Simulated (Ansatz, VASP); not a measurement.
**One calculation of BN, two programs**

```
CELL_PARAMETERS angstrom
0.00000 1.80487 1.80487
1.80487 0.00000 1.80487
1.80487 1.80487 0.00000
ATOMIC_POSITIONS crystal
B 0.00000 0.00000 0.00000
N 0.25000 0.25000 0.25000
```

Alike in both runs: task single point; functional r2SCAN; k mesh 12 × 12 × 12; occupations gaussian, width 0.02 eV; no spin polarisation.

|  | VASP | Ansatz |
| --- | --- | --- |
| version | VASP 6.6.1 | Ansatz 0.2.0 |
| potentials or method | VASP PAW PBE potentials, release 64 (B, N), cutoff 520 eV | scalar-relativistic, plane waves, PAW |
| valence electrons in the cell | 8 | 8 |

```csv
,VASP,Ansatz,Ansatz less VASP
gap on the k mesh at the Fermi level (eV),4.98,5.00,+0.021
least direct gap on the mesh (eV),9.55,9.59,+0.039
pressure (GPa),1.1,0.0,-1.12
```

VASP's potentials were made for PBE, not for r2SCAN.
